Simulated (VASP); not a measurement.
Input of a VASP 6.6.1 run:

The input POSCAR:

```
CdSe
1.0
    0.0383472621      3.0677809650      3.0677809650
    3.0677809650      0.0383472621      3.0677809650
    3.1061282271      3.1061282271      0.0000000000
Cd Se
1 1
Direct
    0.0026743383      0.0026743383     -0.0026743383
    0.2473256617      0.2473256617      0.2526743383
```

Contents of INCAR.step1:

```
PREC     = Accurate       # precision mode
ENCUT    = 520            # plane-wave cutoff, eV
ISMEAR   = 0              # smearing method
SIGMA    = 0.01           # smearing width, eV
LREAL    = F              # projectors in reciprocal space
LASPH    = T              # aspherical terms in the spheres
NELM     = 60             # most SCF steps
NBANDS   = 16             # bands
GGA      = PE             # functional
ALGO     = Normal         # electronic algorithm
EDIFF    = 1E-4           # SCF threshold, eV
LWAVE    = T              # write WAVECAR
LCHARG   = F              # write CHGCAR
```

File INCAR.step2:

```
PREC     = Accurate       # precision mode
ENCUT    = 520            # plane-wave cutoff, eV
EDIFF    = 1E-7           # SCF threshold, eV
ISMEAR   = 0              # smearing method
SIGMA    = 0.01           # smearing width, eV
LREAL    = F              # projectors in reciprocal space
LASPH    = T              # aspherical terms in the spheres
NELM     = 60             # most SCF steps
ALGO     = Normal         # electronic algorithm
ISIF     = 2              # what is computed and relaxed
LWAVE    = F              # write WAVECAR
LCHARG   = F              # write CHGCAR
METAGGA  = R2SCAN         # meta-GGA
LMIXTAU  = T            
NBANDS   = 16             # bands
ISTART   = 1
```

The input KPOINTS:

```
regular mesh
0
Gamma
  8 8 8
```

Potentials or basis: VASP PAW PBE potentials, release 64 (Cd, Se).

Launch:

```sh
$ cat potpaw_PBE.64/Cd/POTCAR potpaw_PBE.64/Se/POTCAR > POTCAR
$ cp INCAR.step1 INCAR
$ mpirun -np 1 vasp_std > vasp.out
$ cp INCAR.step2 INCAR
$ mpirun -np 1 vasp_std > vasp.out
```

What does it give for the pressure?

0.2 GPa.

What does it give for the band gap on the k mesh?

0.97 eV.

Stress tensor (GPa, compression positive):
```
 0.18 -0.56  0.00
-0.56  0.18  0.00
 0.00  0.00  0.18
```

Caveat: the cell differs from its parent crystal (shear xy strain +2.5%); the PAW data sets were made with another functional, which shifts forces and pressure a little.
